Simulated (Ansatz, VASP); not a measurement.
## One calculation of Au, two programs

Contents of INCAR:

```
PREC = Accurate ; ENCUT = 520
EDIFF = 1E-7 ; ISMEAR = -1
SIGMA = 0.03 ; LREAL = False
LASPH = True ; NELM = 80
ALGO = Normal ; ISIF = 2
LWAVE = False ; LCHARG = True
GGA = PS ; LELF = True
LVHAR = True ; NBANDS = 18
```

Contents of KPOINTS:

```
Automatic mesh
0
Gamma
  14 14 8
```

Contents of POSCAR:

```
Au
1.0
    2.8419984422      0.0000000000      0.0000000000
   -1.4209992211      2.4612428485      0.0000000000
    0.0000000000      0.0000000000      4.8800000000
Au
2
Direct
    0.3333333333      0.6666666667      0.7500000000
    0.6666666667      0.3333333333      0.2500000000
```

Input for Ansatz:

```yaml
crystal:
  lattice:
    - [2.8419984422, 0.0, 0.0]
    - [-1.4209992211, 2.4612428485, 0.0]
    - [0.0, 0.0, 4.88]
  atoms:
    - { symbol: Au, position: [0.3333333333, 0.6666666667, 0.75] }
    - { symbol: Au, position: [0.6666666667, 0.3333333333, 0.25] }
kpoints:
  mp_grid: { grid: [14, 14, 8] }
  band_path:
    path:
      - [0.0, 0.0, 0.0]
      - [0.5, 0.0, 0.0]
      - [0.3333333333, 0.3333333333, 0.0]
      - [0.0, 0.0, 0.0]
      - [0.0, 0.0, 0.5]
      - [0.5, 0.0, 0.5]
      - [0.3333333333, 0.3333333333, 0.5]
      - [0.0, 0.0, 0.5]
      - [0.5, 0.0, 0.5]
    npoints: 5
scf:
  occupations: { method: fermi_dirac, width: 0.03 }
hamiltonian:
  xc: pbesol
  pseudopotentials: { kind: all_electron, lapw: { basis_error: 0.0005 } }
output:
  forces: true
  stress: true
  eigenvalues: true
```

Change from the starting cell: equal xx and yy strain of -2 %.

Alike in both runs: task single point; functional PBEsol; k mesh 14 × 14 × 8; occupations fermi-dirac, width 0.03 eV; no spin polarisation.

|  | VASP | Ansatz |
| --- | --- | --- |
| version | VASP 6.6.1 | Ansatz 0.2.0 |
| potentials or method | VASP PAW PBE potentials, release 64 (Au), cutoff 520 eV | all-electron LAPW, scalar-relativistic |

|  | VASP | Ansatz | Ansatz less VASP |
| --- | --- | --- | --- |
| pressure (GPa) | -0.4 | -0.1 | +0.25 |
| traceless stress, the component that is largest in VASP (GPa) | -0.97 | -0.94 | +0.029 |

VASP's potentials were made for PBE, not for PBEsol. Ansatz ran all-electron here, and VASP with PAW potentials.

Spin-orbit coupling is off throughout.
